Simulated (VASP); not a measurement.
# Cu (I4/mmm) in VASP: a series of runs

Cu is run at these levels: PBEsol, HSE06, PBE0+D3(BJ); tasks: single point.

Program: VASP 6.6.1. These are calculated values, not measurements. Logs are shortened: lines on timing, memory, paths and dates and some standing lists are left out, and cuts for length are marked.

## Step 1: The cell of the first run

Symmetry: I4/mmm, No. 139, tetragonal system. Conventional cell: a = 2.857 Å, b = 2.857 Å, c = 2.807 Å, α = 90.00°, β = 90.00°, γ = 90.00°. Within 3.2 Å of Cu (site symmetry 4/mmm) lie 14 Cu at 2.46 to 2.86 Å.

## Step 2: Single point, PBEsol

Contents of INCAR:

```
SYSTEM = Cu
PREC     = Accurate       ! precision mode
ENCUT    = 600            ! plane-wave cutoff, eV
EDIFF    = 1E-6           ! SCF threshold, eV
ISMEAR   = -1             ! smearing method
SIGMA    = 0.05           ! smearing width, eV
LREAL    = .False.        ! projectors in reciprocal space
LASPH    = .True.         ! aspherical terms in the spheres
NELM     = 120            ! most SCF steps
ALGO     = Normal         ! electronic algorithm
ISIF     = 2              ! what is computed and relaxed
LWAVE    = .False.        ! write WAVECAR
LCHARG   = .False.        ! write CHGCAR
GGA      = PS             ! functional
NBANDS   = 12             ! bands
GGA_COMPAT= .False.
```

Contents of KPOINTS:

```
regular mesh
0
Gamma
  13 13 13
  0 0 0
```

Contents of POSCAR:

```
Cu
1.0
   -1.4285782608      1.4285782608      1.4036030790
    1.4285782608     -1.4285782608      1.4036030790
    1.4285782608      1.4285782608     -1.4036030790
Cu
1
Direct
    0.0000000000      0.0000000000      0.0000000000
```

Potentials or basis: VASP PAW PBE potentials, release 64 (Cu).

The run is started by

```
$ cat potpaw_PBE.64/Cu/POTCAR > POTCAR
$ mpirun -np 1 vasp_std > vasp.out
```

OUTCAR:

```text
SYSTEM = Cu
   PREC = Accurate
   ENCUT = 600
   EDIFF = 1E-6
   ISMEAR = -1
   LREAL = .False.
   LASPH = .True.
   NELM = 120
   ISIF = 2
   GGA = PS

 ion  position               nearest neighbor table
   1  0.000  0.000  0.000-

  LATTYP: Found a body centered tetragonal cell.
 ALAT       =     2.8571565216
 C/A-ratio  =     0.9825174564

  Lattice vectors:

 A1 = (  -1.4285782608,   1.4285782608,   1.4036030790)
 A2 = (   1.4285782608,  -1.4285782608,   1.4036030790)
 A3 = (   1.4285782608,   1.4285782608,  -1.4036030790)

Analysis of symmetry for initial positions (statically):
=====================================================================
 Subroutine PRICEL returns:
 Original cell was already a primitive cell.

 Routine SETGRP: Setting up the symmetry group for a
 body centered tetragonal supercell.

 Subroutine GETGRP returns: Found 16 space group operations
 (whereof 16 operations were pure point group operations)
 out of a pool of 16 trial point group operations.

The static configuration has the point symmetry D_4h.

Analysis of symmetry for dynamics (positions and initial velocities):
=====================================================================
 Subroutine PRICEL returns:
 Original cell was already a primitive cell.

 Routine SETGRP: Setting up the symmetry group for a
 body centered tetragonal supercell.

 Subroutine GETGRP returns: Found 16 space group operations
 (whereof 16 operations were pure point group operations)
 out of a pool of 16 trial point group operations.

The dynamic configuration has the point symmetry D_4h.

 Subroutine INISYM returns: Found 16 space group operations
 (whereof 16 operations are pure point group operations),
 and found     1 'primitive' translations

----------------------------------------------------------------------------------------

                                     Primitive cell

  volume of cell :      11.4581

  direct lattice vectors                    reciprocal lattice vectors
    -1.428578261  1.428578261  1.403603079     0.000000000  0.349998326  0.356226064
     1.428578261 -1.428578261  1.403603079     0.349998326  0.000000000  0.356226064
     1.428578261  1.428578261 -1.403603079     0.349998326  0.349998326  0.000000000

  length of vectors
     2.460035223  2.460035223  2.460035223     0.499395471  0.499395471  0.494972380

  position of ions in fractional coordinates (direct lattice)
     0.000000000  0.000000000  0.000000000

  ion indices of the primitive-cell ions
   primitive index   ion index
                 1           1

----------------------------------------------------------------------------------------

 KPOINTS: regular mesh

Automatic generation of k-mesh.
 Grid dimensions read from file:
 generate k-points for:   13   13   13

 Generating k-lattice:

  Cartesian coordinates                     Fractional coordinates (reciprocal lattice)
     0.000000000  0.026922948  0.027402005     0.076923077  0.000000000  0.000000000
     0.026922948  0.000000000  0.027402005     0.000000000  0.076923077  0.000000000
     0.026922948  0.026922948  0.000000000     0.000000000  0.000000000  0.076923077

  Length of vectors
     0.038415036  0.038415036  0.038074798

  Shift w.r.t. Gamma in fractional coordinates (k-lattice)
     0.000000000  0.000000000  0.000000000

 Subroutine IBZKPT returns following result:
 ===========================================

 Found    196 irreducible k-points:

 Following reciprocal coordinates:
            Coordinates               Weight
  0.000000  0.000000  0.000000      1.000000
  0.076923  0.000000  0.000000      8.000000
  0.153846 -0.000000  0.000000      8.000000
  0.230769 -0.000000  0.000000      8.000000
  0.307692 -0.000000  0.000000      8.000000
  0.384615 -0.000000  0.000000      8.000000
[... 16 lines left out ...]
  0.384615  0.153846  0.000000     16.000000
  0.461538  0.153846  0.000000     16.000000
 [... further k-points ...]
   k-points           NKPTS =    196   k-points in BZ     NKDIM =    196   number of bands    NBANDS=     12
   number of dos      NEDOS =    301   number of ions     NIONS =      1
   total plane-waves  NPLWV =   8000
   dimension x,y,z NGX =    20 NGY =   20 NGZ =   20
   dimension x,y,z NGXF=    40 NGYF=   40 NGZF=   40
   ions per type =               1
   NGX,Y,Z   is equivalent  to a cutoff of  13.52, 13.52, 13.52 a.u.
   NGXF,Y,Z  is equivalent  to a cutoff of  27.03, 27.03, 27.03 a.u.
 SYSTEM =  Cu
   PREC   = accura    normal or accurate (medium, high low for compatibility)
   ISTART =      0    job   : 0-new  1-cont  2-samecut
   ICHARG =      2    charge: 1-file 2-atom 10-const
   ISPIN  =      1    spin polarized calculation?
   LNONCOLLINEAR =      F non collinear calculations
   LSORBIT =      F    spin-orbit coupling
   LASPH  =      T    aspherical Exc in radial PAW
   ENCUT  =  600.0 eV  44.10 Ry    6.64 a.u.   4.91  4.91  4.91*2*pi/ulx,y,z
   NELM   =    120;   NELMIN=  2; NELMDL= -5     # of ELM steps
   EDIFF  = 0.1E-05   stopping-criterion for ELM
   LREAL  =      F    real-space projection
[... 7 lines left out ...]
   TEBEG  =    0.0;   TEEND  =   0.0 temperature during run
   PSTRESS=    0.0 pullay stress
   NELECT =      11.0000    total number of electrons
   NUPDOWN=      -1.0000    fix difference up-down
   EMIN   =  10.00;   EMAX   =-10.00  energy-range for DOS
   EFERMI =   0.00;   METHOD = LEGACY
   ISMEAR =    -1;   SIGMA  =   0.05  broadening in eV -4-tet -1-fermi 0-gaus
   EFERMI_NEDOS =   21; number of points for ismear=-14 and -15
   IALGO  =     38    algorithm
   IMIX   =      4    mixing-type and parameters
     AMIX     =   0.40;   BMIX     =  1.00
     AMIX_MAG =   1.60;   BMIX_MAG =  1.00
  volume/ion in A,a.u.               =      11.46        77.32
  Fermi-wavevector in a.u.,A,eV,Ry     =   1.614984  3.051878 35.486359  2.608174
  Thomas-Fermi vector in A             =   2.709805
   LORBIT       =      0    0 simple, 1 ext, 2 COOP (PROOUT), +10 PAW based schemes
   GGA     = PS    functional components
   LHFCALC =     F    Hartree Fock is set to
   AEXX    =    0.0000 exact exchange contribution
   IVDW    =     0    specifies the selected vdW correction
   LEPSILON=     F    determine dielectric tensor
   LRPA    =     F    only Hartree local field effects (RPA)
 non-spin polarized calculation
  energy-cutoff  :      600.00
  volume of cell :       11.46
 maximum number of plane-waves:       398
   NGX =  9   NGY =  9   NGZ =  9

 number of electron      10.9999988 magnetization

 Free energy of the ion-electron system (eV)
  ---------------------------------------------------
  ext. energy  EPLUGINS =         0.00000000
  ---------------------------------------------------
  free energy    TOTEN  =        -4.27581504 eV

  energy without entropy =       -4.27280522  energy(sigma->0) =       -4.27431013

 E-fermi :   7.7389     XC(G=0): -13.0864

 val. band max:        7.7258938539   @ k =  -0.3077   0.3077   0.3077
 cond. band min:       7.7425570641   @ k =  -0.1538  -0.3846   0.0769
 fundamental gap:      0.0166632103
 Fermi energy:         7.7388693701

 k-point     1 :       0.0000    0.0000    0.0000
  band No.  band energies     occupation
      1      -1.8361      2.00000
      2       4.5374      2.00000
      3       4.6088      2.00000
      4       4.6088      2.00000
      5       5.6123      2.00000
      6       5.6889      2.00000
      7      32.9685      0.00000
      8      32.9685      0.00000
      9      33.3901      0.00000
     10      36.7653      0.00000
     11      36.7654      0.00000
     12      37.0140      0.00000

 k-point     2 :       0.0769    0.0000    0.0000
  band No.  band energies     occupation
      1      -1.6019      2.00000
      2       4.5197      2.00000
      3       4.6047      2.00000
      4       4.6725      2.00000
      5       5.6009      2.00000
      6       5.6628      2.00000
      7      30.9313      0.00000
      8      32.4197      0.00000
      9      32.4313      0.00000
     10      34.4588      0.00000
     11      35.0249      0.00000
     12      35.5946      0.00000

 k-point     3 :       0.1538   -0.0000    0.0000
  band No.  band energies     occupation
      1      -0.9162      2.00000
      2       4.4005      2.00000
      3       4.5760      2.00000
      4       4.9277      2.00000
      5       5.5396      2.00000
      6       5.6569      2.00000
      7      26.8603      0.00000
      8      30.5140      0.00000
      9      31.4004      0.00000
     10      31.9401      0.00000
     11      33.8565      0.00000
     12      35.9946      0.00000
[... 286 lines left out ...]
 k-point    23 :       0.3846    0.1538    0.0000
  band No.  band energies     occupation
      1       2.9270      2.00000
      2       3.8676      2.00000
      3       4.9245      2.00000
      4       5.5974      2.00000
      5       5.9667      2.00000
      6       8.6837      0.00000
      7      13.0476      0.00000
      8      20.2498      0.00000
      9      25.1781      0.00000
     10      31.8456      0.00000
     11      37.3657      0.00000
     12      38.9300      0.00000

 k-point    24 :       0.4615    0.1538    0.0000
  band No.  band energies     occupation
      1       2.9256      2.00000
      2       3.8699      2.00000
      3       4.9223      2.00000
      4       5.6012      2.00000
      5       5.9473      2.00000
      6       8.6448      0.00000
      7      13.1168      0.00000
      8      20.2081      0.00000
      9      25.2280      0.00000
     10      31.8330      0.00000
     11      37.4877      0.00000
     12      39.2890      0.00000

 [... further k-points ...]

------------------------ aborting loop because EDIFF is reached ----------------------------------------

  FORCE on cell =-STRESS in cart. coord.  units (eV):
  Direction    XX          YY          ZZ          XY          YZ          ZX
  --------------------------------------------------------------------------------------
  -------------------------------------------------------------------------------------
  Total       -0.0388739     -0.0388739     -0.0639648      0.0000000      0.0000000      0.0000000
  in kB       -5.4357101     -5.4357101     -8.9441532      0.0000000      0.0000000      0.0000000
  external PRESSURE =      -6.6051911 kB  Pullay stress =       0.0000000 kB

 VOLUME and BASIS-vectors are now :
 -----------------------------------------------------------------------------
  energy-cutoff  :      600.00
  volume of cell :       11.46
      direct lattice vectors                 reciprocal lattice vectors
    -1.428578261  1.428578261  1.403603079     0.000000000  0.349998326  0.356226064
     1.428578261 -1.428578261  1.403603079     0.349998326  0.000000000  0.356226064
     1.428578261  1.428578261 -1.403603079     0.349998326  0.349998326  0.000000000

 POSITION                                       TOTAL-FORCE (eV/Angst)
 -----------------------------------------------------------------------------------
      0.00000      0.00000      0.00000         0.000000     -0.000000      0.000000
 -----------------------------------------------------------------------------------
    total drift:                                0.000000     -0.000000      0.000000

  FREE ENERGIE OF THE ION-ELECTRON SYSTEM (eV)
  ---------------------------------------------------
  free  energy   TOTEN  =        -4.2758150414 eV

  energy  without entropy=       -4.2728052207  energy(sigma->0) =       -4.27431013
```

It took 40 s on 1 thread of AMD EPYC 7R43 (Zen 3), shared host; peak memory 0.11 GiB.

Results:

| Property | Result |
| --- | --- |
| Free energy | -4.2758 eV |
| Pressure | -0.7 GPa |
| Band gap on the k mesh | zero (an odd number of electrons rules out a gap without spin polarisation) |

Stress tensor (GPa, compression positive):
```
-0.54  0.00  0.00
 0.00 -0.54  0.00
 0.00  0.00 -0.89
```

Levels at points of the mesh, in eV from the Fermi level:
```tsv
k point	band 3	band 4	band 5	band 6	band 7	band 8	band 9	band 10
(0.00, 0.00, 0.00)	-3.13	-3.13	-2.13	-2.05	25.23	25.23	25.65	29.03
```

Caveat: the PAW data sets were made with another functional, which shifts forces and pressure a little.

(Continued in part 2 of 2.)
